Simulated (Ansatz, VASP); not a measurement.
# SiMo3 in VASP and in Ansatz

```
Si Mo
1.0
     4.88900    0.00000    0.00000
     0.00000    4.88900    0.00000
     0.00000    0.00000    4.88900
Si Mo
2 6
Direct
  0.00000 0.00000 0.00000
  0.50000 0.50000 0.50000
  0.25000 0.00000 0.50000
  0.50000 0.75000 0.00000
  0.75000 0.00000 0.50000
  0.50000 0.25000 0.00000
  0.00000 0.50000 0.75000
  0.00000 0.50000 0.25000
```

Alike in both runs: task relaxation of cell and atoms; functional PBEsol; k mesh 8 × 8 × 8; occupations gaussian, width 0.1 eV; no spin polarisation.

|  | VASP | Ansatz |
| --- | --- | --- |
| version | VASP 6.6.1 | Ansatz 0.2.0 |
| potentials or method | VASP PAW PBE potentials, release 64 (Si, Mo_sv), cutoff 600 eV | scalar-relativistic, plane waves, PAW |
| valence electrons in the cell | 92 | 92 |

|  | VASP | Ansatz | Ansatz less VASP |
| --- | --- | --- | --- |
| gap on the k mesh at the Fermi level, each at its own relaxed structure (eV) | none | none | - |
| relaxed volume (Å³/atom) | 14.39 | 14.36 | -0.027 |
| relaxed cell length with the largest relative difference (Å) | 4.865 | 4.862 | -0.0031 |

VASP's potentials were made for PBE, not for PBEsol. A gap of «none» marks a metal or a gap that the smearing closes.
